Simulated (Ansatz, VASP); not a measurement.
NaH in VASP and in Ansatz

```
Na H
1.0
     0.00000    2.44000    2.44000
     2.44000    0.00000    2.44000
     2.44000    2.44000    0.00000
Na H
1 1
Direct
  0.00000 0.00000 0.00000
  0.50000 0.50000 0.50000
```

Alike in both runs: task single point; functional r2SCAN; k mesh 6 × 6 × 6; occupations gaussian, width 0.1 eV; no spin polarisation.

|  | VASP | Ansatz |
| --- | --- | --- |
| version | VASP 6.6.1 | Ansatz 0.2.0 |
| potentials or method | VASP PAW PBE potentials, release 64 (Na_pv, H), cutoff 550 eV | scalar-relativistic, plane waves, PAW |
| valence electrons in the cell | 8 | 10 |

```csv
,VASP,Ansatz,Ansatz less VASP
gap on the k mesh at the Fermi level (eV),4.36,4.35,-0.010
least direct gap on the mesh (eV),5.14,5.14,+0.008
pressure (GPa),-1.3,-1.2,+0.14
```

VASP's potentials were made for PBE, not for r2SCAN. With one functional, cell and mesh, what is left measures potentials, basis and numerics. VASP's potentials hold 8 valence electrons a cell and Ansatz's 10, so a difference there can come from the potentials and not from the codes.
